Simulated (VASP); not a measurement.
# Re (P6/mmm) in VASP: single point with PBE

Aim: the single point of Re with PBE.

All numbers are computed with VASP 6.6.1; they aren't measurements. Logs are shortened: lines on timing, memory, paths and dates and some standing lists are left out, and cuts for length are marked.

## (1) The cell of the first run

Symmetry: P6/mmm, No. 191, hexagonal system. The conventional cell has a = 4.410 Å, b = 4.410 Å, c = 2.454 Å, α = 90.00°, β = 90.00°, γ = 120.00°. Within 3.2 Å of Re (site symmetry -6m2) lie 5 Re at 2.45 to 2.55 Å.

The cell was generated, and may not be a known phase.

## (2) Single point, PBE

Contents of INCAR:

```
SYSTEM = Re
ALGO = Normal
EDIFF = 1E-6
ENCUT = 500
GGA = PE
GGA_COMPAT = .FALSE.
ISIF = 2
ISMEAR = 0
LASPH = .TRUE.
LCHARG = .TRUE.
LELF = .TRUE.
LREAL = .FALSE.
LVHAR = .TRUE.
LWAVE = .FALSE.
NBANDS = 22
NELM = 120
PREC = Accurate
SIGMA = 0.1
```

Contents of KPOINTS:

```
k-points
0
G
  12 12 22
  0 0 0
```

Contents of POSCAR:

```
Re
1.0
    4.4096034189      0.0000000000      0.0000000000
   -2.2048017095      3.8188285814      0.0000000000
    0.0000000000      0.0000000000      2.4544777095
Re
2
Direct
    0.3333333333      0.6666666667      0.0000000000
    0.6666666667      0.3333333333      0.0000000000
```

Potentials or basis: VASP PAW PBE potentials, release 64 (Re_sv_GW).

The run is started by

```bash
$ cat potpaw_PBE.64/Re_sv_GW/POTCAR > POTCAR
$ mpirun -np 1 vasp_std > vasp.out
```

OUTCAR:

```text
SYSTEM = Re
   EDIFF = 1E-6
   ENCUT = 500
   GGA = PE
   ISIF = 2
   ISMEAR = 0
   LASPH = .TRUE.
   LREAL = .FALSE.
   NELM = 120
   PREC = Accurate

 ion  position               nearest neighbor table
   1  0.333  0.667  0.000-   2 2.55   2 2.55   2 2.55
   2  0.667  0.333  0.000-   1 2.55   1 2.55   1 2.55

  LATTYP: Found a hexagonal cell.
 ALAT       =     4.4096034189
 C/A-ratio  =     0.5566209648

  Lattice vectors:

 A1 = (   4.4096034189,   0.0000000000,   0.0000000000)
 A2 = (  -2.2048017095,   3.8188285814,   0.0000000000)
 A3 = (   0.0000000000,   0.0000000000,   2.4544777095)

Analysis of symmetry for initial positions (statically):
=====================================================================
 Subroutine PRICEL returns:
 Original cell was already a primitive cell.

 Routine SETGRP: Setting up the symmetry group for a
 hexagonal supercell.

 Subroutine GETGRP returns: Found 24 space group operations
 (whereof 24 operations were pure point group operations)
 out of a pool of 24 trial point group operations.

The static configuration has the point symmetry D_6h.

Analysis of symmetry for dynamics (positions and initial velocities):
=====================================================================
 Subroutine PRICEL returns:
 Original cell was already a primitive cell.

 Routine SETGRP: Setting up the symmetry group for a
 hexagonal supercell.

 Subroutine GETGRP returns: Found 24 space group operations
 (whereof 24 operations were pure point group operations)
 out of a pool of 24 trial point group operations.

The dynamic configuration has the point symmetry D_6h.

 Subroutine INISYM returns: Found 24 space group operations
 (whereof 24 operations are pure point group operations),
 and found     1 'primitive' translations

----------------------------------------------------------------------------------------

                                     Primitive cell

  volume of cell :      41.3322

  direct lattice vectors                    reciprocal lattice vectors
     4.409603419  0.000000000  0.000000000     0.226777763  0.130930203  0.000000000
    -2.204801709  3.818828581  0.000000000     0.000000000  0.261860405  0.000000000
     0.000000000  0.000000000  2.454477709     0.000000000  0.000000000  0.407418652

  length of vectors
     4.409603419  4.409603419  2.454477709     0.261860405  0.261860405  0.407418652

  position of ions in fractional coordinates (direct lattice)
     0.333333333  0.666666667  0.000000000
     0.666666667  0.333333333  0.000000000

  ion indices of the primitive-cell ions
   primitive index   ion index
                 1           1
                 2           2

----------------------------------------------------------------------------------------

 KPOINTS: k-points

Automatic generation of k-mesh.
 Grid dimensions read from file:
 generate k-points for:   12   12   22

 Generating k-lattice:

  Cartesian coordinates                     Fractional coordinates (reciprocal lattice)
     0.018898147  0.010910850  0.000000000     0.083333333  0.000000000  0.000000000
     0.000000000  0.021821700  0.000000000     0.000000000  0.083333333  0.000000000
     0.000000000  0.000000000  0.018519030     0.000000000  0.000000000  0.045454545

  Length of vectors
     0.021821700  0.021821700  0.018519030

  Shift w.r.t. Gamma in fractional coordinates (k-lattice)
     0.000000000  0.000000000  0.000000000

 Subroutine IBZKPT returns following result:
 ===========================================

 Found    228 irreducible k-points:

 Following reciprocal coordinates:
            Coordinates               Weight
  0.000000  0.000000  0.000000      1.000000
  0.083333  0.000000  0.000000      6.000000
  0.166667  0.000000  0.000000      6.000000
  0.250000  0.000000  0.000000      6.000000
  0.333333  0.000000  0.000000      6.000000
  0.416667  0.000000  0.000000      6.000000
[... 16 lines left out ...]
  0.250000  0.000000  0.045455     12.000000
  0.333333  0.000000  0.045455     12.000000
 [... further k-points ...]
   k-points           NKPTS =    228   k-points in BZ     NKDIM =    228   number of bands    NBANDS=     22
   number of dos      NEDOS =    301   number of ions     NIONS =      2
   total plane-waves  NPLWV =  18432
   dimension x,y,z NGX =    32 NGY =   32 NGZ =   18
   dimension x,y,z NGXF=    64 NGYF=   64 NGZF=   36
   ions per type =               2
   NGX,Y,Z   is equivalent  to a cutoff of  12.06, 12.06, 12.19 a.u.
   NGXF,Y,Z  is equivalent  to a cutoff of  24.13, 24.13, 24.38 a.u.
 SYSTEM =  Re
   PREC   = accura    normal or accurate (medium, high low for compatibility)
   ISTART =      0    job   : 0-new  1-cont  2-samecut
   ICHARG =      2    charge: 1-file 2-atom 10-const
   ISPIN  =      1    spin polarized calculation?
   LNONCOLLINEAR =      F non collinear calculations
   LSORBIT =      F    spin-orbit coupling
   LASPH  =      T    aspherical Exc in radial PAW
   ENCUT  =  500.0 eV  36.75 Ry    6.06 a.u.   8.04  8.04  4.48*2*pi/ulx,y,z
   NELM   =    120;   NELMIN=  2; NELMDL= -5     # of ELM steps
   EDIFF  = 0.1E-05   stopping-criterion for ELM
   LREAL  =      F    real-space projection
   EDIFFG = 0.1E-04   stopping-criterion for IOM
   NSW    =      0    number of steps for IOM
   IBRION =     -1    ionic relax: 0-MD 1-quasi-New 2-CG
   NFREE  =      0    steps in history (QN), initial steepest desc. (CG)
   ISIF   =      2    stress and relaxation
   ISYM   =      2    0-nonsym 1-usesym 2-fastsym
   POTIM  = 0.5000    time-step for ionic-motion
   TEBEG  =    0.0;   TEEND  =   0.0 temperature during run
   PSTRESS=    0.0 pullay stress
   NELECT =      30.0000    total number of electrons
   NUPDOWN=      -1.0000    fix difference up-down
   EMIN   =  10.00;   EMAX   =-10.00  energy-range for DOS
   EFERMI =   0.00;   METHOD = LEGACY
   ISMEAR =     0;   SIGMA  =   0.10  broadening in eV -4-tet -1-fermi 0-gaus
   EFERMI_NEDOS =   21; number of points for ismear=-14 and -15
   IALGO  =     38    algorithm
   IMIX   =      4    mixing-type and parameters
     AMIX     =   0.40;   BMIX     =  1.00
     AMIX_MAG =   1.60;   BMIX_MAG =  1.00
  volume/ion in A,a.u.               =      20.67       139.46
  Fermi-wavevector in a.u.,A,eV,Ry     =   1.471247  2.780254 29.450740  2.164568
  Thomas-Fermi vector in A             =   2.586406
   LORBIT       =      0    0 simple, 1 ext, 2 COOP (PROOUT), +10 PAW based schemes
   GGA     = PE    functional components
   LHFCALC =     F    Hartree Fock is set to
   AEXX    =    0.0000 exact exchange contribution
   IVDW    =     0    specifies the selected vdW correction
   LEPSILON=     F    determine dielectric tensor
   LRPA    =     F    only Hartree local field effects (RPA)
 non-spin polarized calculation
 Gauss-broadening in eV      SIGMA  =   0.10
  energy-cutoff  :      500.00
  volume of cell :       41.33
 maximum number of plane-waves:      1069
   NGX = 17   NGY = 17   NGZ =  9

 number of electron      29.9999997 magnetization

 Free energy of the ion-electron system (eV)
  ---------------------------------------------------
  ext. energy  EPLUGINS =         0.00000000
  ---------------------------------------------------
  free energy    TOTEN  =       -25.31942249 eV

  energy without entropy =      -25.31037329  energy(sigma->0) =      -25.31489789

 E-fermi :   8.3699     XC(G=0): -11.7719

 val. band max:        8.3676269498   @ k =   0.2500   0.1667   0.2273
 cond. band min:       8.3745856704   @ k =   0.3333   0.2500   0.0455
 fundamental gap:      0.0069587206
 Fermi energy:         8.3698656114

 k-point     1 :       0.0000    0.0000    0.0000
  band No.  band energies     occupation
      1     -71.8918      2.00000
      2     -71.7382      2.00000
      3     -34.1201      2.00000
      4     -34.1201      2.00000
      5     -33.2475      2.00000
      6     -33.2475      2.00000
[... 14 lines left out ...]
     21      14.6930      0.00000
     22      15.7256      0.00000

 k-point     2 :       0.0833    0.0000    0.0000
  band No.  band energies     occupation
      1     -71.8897      2.00000
      2     -71.7407      2.00000
      3     -34.1253      2.00000
      4     -34.1097      2.00000
      5     -33.2599      2.00000
      6     -33.2429      2.00000
[... 14 lines left out ...]
     21      14.4245      0.00000
     22      15.9321      0.00000

 k-point     3 :       0.1667    0.0000    0.0000
  band No.  band energies     occupation
      1     -71.8831      2.00000
      2     -71.7475      2.00000
      3     -34.1386      2.00000
      4     -34.0784      2.00000
      5     -33.2932      2.00000
      6     -33.2282      2.00000
[... 14 lines left out ...]
     21      13.7446      0.00000
     22      16.4871      0.00000

 k-point     4 :       0.2500    0.0000    0.0000
  band No.  band energies     occupation
      1     -71.8726      2.00000
      2     -71.7581      2.00000
      3     -34.1561      2.00000
      4     -34.0311      2.00000
      5     -33.3428      2.00000
      6     -33.2086      2.00000
[... 14 lines left out ...]
     21      12.8600      0.00000
     22      17.1408      0.00000

 k-point     5 :       0.3333    0.0000    0.0000
  band No.  band energies     occupation
      1     -71.8598      2.00000
      2     -71.7711      2.00000
      3     -34.1729      2.00000
      4     -33.9767      2.00000
      5     -33.4007      2.00000
      6     -33.1901      2.00000
[... 14 lines left out ...]
     21      12.3266      0.00000
     22      17.5465      0.00000

 k-point     6 :       0.4167    0.0000    0.0000
  band No.  band energies     occupation
      1     -71.8473      2.00000
      2     -71.7838      2.00000
      3     -34.1847      2.00000
      4     -33.9283      2.00000
      5     -33.4510      2.00000
      6     -33.1768      2.00000
[... 14 lines left out ...]
     21      12.3816      0.00000
     22      17.6734      0.00000

 k-point     7 :       0.5000    0.0000    0.0000
  band No.  band energies     occupation
      1     -71.8412      2.00000
      2     -71.7900      2.00000
      3     -34.1893      2.00000
      4     -33.9082      2.00000
      5     -33.4722      2.00000
      6     -33.1717      2.00000
[... 324 lines left out ...]
      6     -33.2448      2.00000
[... 14 lines left out ...]
     21      14.9801      0.00000
     22      15.7677      0.00000

 k-point    21 :       0.0833    0.0000    0.0455
  band No.  band energies     occupation
      1     -71.8865      2.00000
      2     -71.7376      2.00000
      3     -34.1209      2.00000
      4     -34.1054      2.00000
      5     -33.2562      2.00000
      6     -33.2391      2.00000
[... 14 lines left out ...]
     21      14.7080      0.00000
     22      15.9736      0.00000

 k-point    22 :       0.1667    0.0000    0.0455
  band No.  band energies     occupation
      1     -71.8798      2.00000
      2     -71.7444      2.00000
      3     -34.1341      2.00000
      4     -34.0740      2.00000
      5     -33.2893      2.00000
      6     -33.2244      2.00000
[... 14 lines left out ...]
     21      14.0256      0.00000
     22      16.5258      0.00000

 k-point    23 :       0.2500    0.0000    0.0455
  band No.  band energies     occupation
      1     -71.8695      2.00000
      2     -71.7549      2.00000
      3     -34.1515      2.00000
      4     -34.0266      2.00000
      5     -33.3393      2.00000
      6     -33.2052      2.00000
[... 14 lines left out ...]
     21      13.1514      0.00000
     22      17.1707      0.00000

 k-point    24 :       0.3333    0.0000    0.0455
  band No.  band energies     occupation
      1     -71.8568      2.00000
      2     -71.7680      2.00000
      3     -34.1685      2.00000
      4     -33.9723      2.00000
      5     -33.3969      2.00000
      6     -33.1868      2.00000
[... 14 lines left out ...]
     21      12.2635      0.00000
     22      17.5669      0.00000

 [... further k-points ...]

------------------------ aborting loop because EDIFF is reached ----------------------------------------

  FORCE on cell =-STRESS in cart. coord.  units (eV):
  Direction    XX          YY          ZZ          XY          YZ          ZX
  --------------------------------------------------------------------------------------
  -------------------------------------------------------------------------------------
  Total       -0.4499842     -0.4499842     -0.4281898      0.0000000      0.0000000      0.0000000
  in kB      -17.4429165    -17.4429165    -16.5980909      0.0000000      0.0000000      0.0000000
  external PRESSURE =     -17.1613080 kB  Pullay stress =       0.0000000 kB

 VOLUME and BASIS-vectors are now :
 -----------------------------------------------------------------------------
  energy-cutoff  :      500.00
  volume of cell :       41.33
      direct lattice vectors                 reciprocal lattice vectors
     4.409603419  0.000000000  0.000000000     0.226777763  0.130930203  0.000000000
    -2.204801709  3.818828581  0.000000000     0.000000000  0.261860405  0.000000000
     0.000000000  0.000000000  2.454477709     0.000000000  0.000000000  0.407418652

 POSITION                                       TOTAL-FORCE (eV/Angst)
 -----------------------------------------------------------------------------------
     -0.00000      2.54589      0.00000         0.000000     -0.000000      0.000000
      2.20480      1.27294      0.00000        -0.000000      0.000000      0.000000
 -----------------------------------------------------------------------------------
    total drift:                               -0.000000      0.000000     -0.000000

  FREE ENERGIE OF THE ION-ELECTRON SYSTEM (eV)
  ---------------------------------------------------
  free  energy   TOTEN  =       -25.3194224927 eV

  energy  without entropy=      -25.3103732891  energy(sigma->0) =      -25.31489789
```

Wall time 99 s (1 thread of Intel Xeon Platinum 8259CL at 2.50GHz (Skylake/Cascade Lake), shared host); peak memory 0.28 GiB.

Results:

```yaml
Free_energy: -25.3194 eV
Pressure: -1.7 GPa
Band_gap_on_the_k_mesh: zero (bands 15 and 16 overlap by 2.15 eV)
```

Levels at points of the mesh, in eV from the Fermi level:
```tsv
k point	band 11	band 12	band 13	band 14	band 15	band 16	band 17	band 18	band 19	band 20
(0.00, 0.00, 0.00)	-4.67	-2.32	-2.32	-2.19	-2.19	1.54	1.54	3.71	3.71	6.32
(0.50, 0.00, 0.00)	-4.51	-4.18	-3.62	-2.39	1.31	1.43	1.90	1.90	3.15	3.15
(0.00, 0.00, 0.50)	-3.93	-1.73	-1.73	-0.67	-0.67	-0.30	-0.30	0.49	6.75	9.35
(0.50, 0.00, 0.50)	-3.01	-2.92	-2.29	-2.25	-0.81	1.66	2.64	4.26	4.96	7.69
```

Caveat: spin-orbit coupling is left out, which moves the levels of the heavy elements.
